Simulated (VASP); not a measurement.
Runs of VASP 6.6.1 on MgScF3. The structure is that of space group Pm-3m (No. 221), or close to it. The cells are those of the table. 

```csv
task,level,U,cell,cutoff (eV),smearing,gap on the mesh (eV),pressure (GPa),relaxed volume (Å³/atom)
relaxation of cell and atoms,r2SCAN+U,Sc d U = 1.0 eV,"relaxed from a = 3.684 Å, 5 atoms",600,tetrahedron,none,0.1,(a)
relaxation of cell and atoms,r2SCAN+U,Sc d U = 3.0 eV,"relaxed from a = 3.684 Å, 5 atoms",600,fermi-dirac 0.1 eV,none,0.0,12.73
single point,r2SCAN,-,"a = 3.979 Å, 5 atoms",520,fermi-dirac 0.1 eV,none,-0.6,-
single point,r2SCAN+U,Sc d U = 1.0 eV,"a = 3.990 Å, 5 atoms",520,tetrahedron,none,-0.8,-
```

Alike in all rows: potentials or basis VASP PAW PBE potentials, release 64 (Sc_sv, Mg, F); no spin polarisation; k mesh 5 × 5 × 5.

Fill in the values left out.

(a) 12.56.

Caveats: the PAW data sets were made with another functional, which shifts forces and pressure a little; U without spin polarisation on a metal has little footing (some runs); the volume moved by over 15 % at a fixed basis, so the end points are rough (some runs); tetrahedron occupations give inexact forces and stress in metals (some runs); the electronic state changed during the relaxation (some runs).

A gap of «none» marks levels without a gap at the run's occupations.
